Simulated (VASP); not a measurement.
Runs of VASP 6.6.1 on Pt. The structure is that of space group P6_3/mmc (No. 194), or close to it. The cells are those of the table. This isn't the form of Pt at room conditions, which is fcc.

```tsv
cell	k mesh	gap on the mesh (eV)	pressure (GPa)
a = 2.738, b = 2.738, c = 9.132 Å, angles 90.0, 90.0, 120.0°, 4 atoms	13 × 13 × 4	none	0.7
a = 2.663, b = 2.663, c = 8.881 Å, angles 90.0, 90.0, 120.0°, 4 atoms	17 × 17 × 5	none	32.6
a = 2.809, b = 2.809, c = 9.369 Å, angles 90.0, 90.0, 120.0°, 4 atoms	17 × 17 × 5	none	-18.4
a = 2.623, b = 2.623, c = 8.751 Å, angles 90.0, 90.0, 120.0°, 4 atoms	17 × 17 × 5	none	(a)
a = 2.843, b = 2.843, c = 9.483 Å, angles 90.0, 90.0, 120.0°, 4 atoms	17 × 17 × 5	none	-24.8
a = 2.738, b = 2.738, c = 9.132 Å, angles 90.0, 90.0, 120.0°, 4 atoms	17 × 17 × 5	none	0.7
```

Alike in all rows: task single point; level LDA; potentials or basis VASP PAW LDA potentials, release 64 (Pt); no spin polarisation; cutoff (eV) 520; smearing fermi-dirac 0.1 eV.

Task: Fill in the values left out.

Result: (a) 55.7.

Caveats: spin-orbit coupling is left out, which moves the levels of the heavy elements; the cell stands under pressure (at least some runs); the cell stands under tension (at least some runs).

A k mesh can miss the band edges, and the runs leave out spin-orbit coupling on Pt.

A gap of «none» marks levels without a gap at the run's occupations.
